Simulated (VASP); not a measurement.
# Zn: relaxation of cell and atoms with LDA

The system is Zn.

```xyz
1
Lattice="-1.4986 1.4986 1.4986 1.4986 -1.4986 1.4986 1.4986 1.4986 -1.4986" Properties=species:S:1:pos:R:3 pbc="T T T"
Zn    0.0000    0.0000    0.0000
```

| Item | Value |
| --- | --- |
| Program | VASP 6.6.1 |
| Task | relaxation of cell and atoms |
| Functional | LDA |
| Potentials or basis | VASP PAW LDA potentials, release 64 (Zn) |
| Cutoff | 600 eV |
| k mesh | 20 × 20 × 20 |
| Occupations | gaussian, width 0.1 eV |
| Spin | no spin polarisation |
| Dipole correction | no |
| Further INCAR settings | ALGO = Normal; EDIFF = 1e-07; IBRION = 2; EDIFFG = -0.005; NSW = 100; ISIF = 3 |

- Relaxed volume: 13.74 Å³/atom
- Relaxed cell: a = 2.613 Å, b = 2.613 Å, c = 2.613 Å, α = 109.47°, β = 109.47°, γ = 109.47°
- Space group after relaxing (to 0.05 Å): Im-3m (No. 229)
- Energy gained by relaxing: 1.7 meV/atom
- Ionic steps: 3
- Pressure after relaxing: 0.0 GPa
- Band gap on the k mesh: zero (band 6 reaches 8.09 eV, above the bottom of band 7 at 2.93 eV)

Step by step:
| step | energy change (eV) | largest force (eV/Å) | pressure (GPa) | volume (Å³) |
| --- | --- | --- | --- | --- |
| 1 | 0.0000 | 0.0000 | 1.99 | 13.46 |
| 2 | -0.0016 | 0.0000 | -0.37 | 13.79 |
| 3 | -0.0017 | 0.0000 | 0.00 | 13.74 |

Final structure:
```
Zn
1.0
    -1.50871    1.50871    1.50871
     1.50871   -1.50871    1.50871
     1.50871    1.50871   -1.50871
Zn
1
Direct
  0.00000 0.00000 0.00000
```

Levels at points of the mesh, in eV from the Fermi level:
```
           k point  band 4  band 5  band 6  band 7  band 8  band 9
(0.00, 0.00, 0.00)   -8.31   -7.69   -7.69   20.64   20.64   20.64
(0.50, 0.00, 0.00)   -7.64   -7.28   -3.24   -0.93   12.03   13.36
(0.50, 0.50, 0.50)   -7.38   -7.38    4.22    4.22    4.22    8.61
```

It took 24 s on 1 thread of Intel(R) Xeon(R) 6975P-C (Granite Rapids), on a shared host, peak memory 0.16 GiB.
